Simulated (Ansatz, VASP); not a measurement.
## One calculation of NaI, two programs

INCAR

```
PREC = Accurate ; ENCUT = 520
EDIFF = 1E-7 ; ISMEAR = 0
SIGMA = 0.01 ; LREAL = F
LASPH = T ; NELM = 150
ALGO = Normal ; ISIF = 2
LWAVE = F ; LCHARG = F
MAGMOM = 0 0 0 0 0 0 0 0 0 0 0 0 ; LORBIT = 11
LSORBIT = T ; GGA_COMPAT = F
LORBMOM = T ; GGA = PE
NBANDS = 42
```

Contents of KPOINTS:

```
regular mesh
0
Gamma
  6 6 4
```

File POSCAR:

```
NaI
1.0
    5.4165073042      0.0000000000      0.0000000000
   -2.7082536521      4.6908329252      0.0000000000
    0.0000000000      0.0000000000      6.4591135502
Na I
2 2
Direct
    0.3333333333      0.6666666667     -0.0625523195
    0.6666666667      0.3333333333      0.4374476805
    0.3333333333      0.6666666667      0.4375523195
    0.6666666667      0.3333333333      0.9375523195
```

Input for Ansatz:

```yaml
crystal:
  lattice:
    - [5.4165073042, 0.0, 0.0]
    - [-2.7082536521, 4.6908329252, 0.0]
    - [0.0, 0.0, 6.4591135502]
  atoms:
    - { symbol: Na, position: [0.3333333333, 0.6666666667, -0.0625523195] }
    - { symbol: Na, position: [0.6666666667, 0.3333333333, 0.4374476805] }
    - { symbol: I, position: [0.3333333333, 0.6666666667, 0.4375523195] }
    - { symbol: I, position: [0.6666666667, 0.3333333333, 0.9375523195] }
kpoints:
  mp_grid: { grid: [6, 6, 4] }
  band_path:
    path:
      - [0.0, 0.0, 0.0]
      - [0.5, 0.0, 0.0]
      - [0.3333333333, 0.3333333333, 0.0]
      - [0.0, 0.0, 0.5]
      - [0.5, 0.0, 0.5]
      - [0.3333333333, 0.3333333333, 0.5]
    npoints: 1
hamiltonian:
  xc: pbe
scf:
  occupations: { method: fixed }
  n_extra_bands: 10
magnetization:
  noncollinear: true
  spin_orbit: true
output:
  forces: true
  stress: true
  eigenvalues: true
```

Alike in both runs: task single point; functional PBE; k mesh 6 × 6 × 4; non-collinear spin, spin-orbit coupling.

|  | VASP | Ansatz |
| --- | --- | --- |
| version | VASP 6.6.1 | Ansatz 0.2.0 |
| potentials or method | VASP PAW PBE potentials, release 64 (Na_pv, I) | plane waves, PAW |
| plane-wave cutoff (eV) | 520 | 420 |
| occupations | gaussian, width 0.01 eV | fixed |
| valence electrons in the cell | 28 | 52 |

```csv
,VASP,Ansatz,Ansatz less VASP
pressure (GPa),0.4,0.4,-0.02
net moment per atom (μB),0.00,0.00,0.000
```

VASP's potentials hold 28 valence electrons a cell and Ansatz's 52, so a difference there can come from the potentials and not from the codes.
